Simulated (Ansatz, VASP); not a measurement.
PtPb in VASP and in Ansatz

```
Pt Pb
1.0
     4.25000    0.00000    0.00000
    -2.12500    3.68061    0.00000
     0.00000    0.00000    5.45600
Pt Pb
2 2
Direct
  0.33333 0.66667 0.25000
  0.66667 0.33333 0.75000
  0.00000 0.00000 0.00000
  0.00000 0.00000 0.50000
```

Alike in both runs: task electric field gradients; functional LDA; k mesh 10 × 10 × 7; occupations fermi-dirac, width 0.05 eV; no spin polarisation.

|  | VASP | Ansatz |
| --- | --- | --- |
| version | VASP 6.6.1 | Ansatz 0.2.0 |
| potentials or method | VASP PAW LDA potentials, release 64 (Pt_sv_GW, Pb_d) | PAW with Ansatz's default frozen-core files, scalar-relativistic |
| plane-wave cutoff (eV) | 430 | 420 |
| valence electrons in the cell | 64 | 64 |

```tsv
	VASP	Ansatz	Ansatz less VASP
size of Vzz on the site where it differs most (V/Å²)	10.1	81.7	+71.62
```

LDA's correlation is that of Perdew and Zunger in VASP and of Perdew and Wang (1992) in Ansatz. One of these differences is far larger than is usual between the two programs; its cause wasn't traced.

Neither program's run includes spin-orbit coupling.
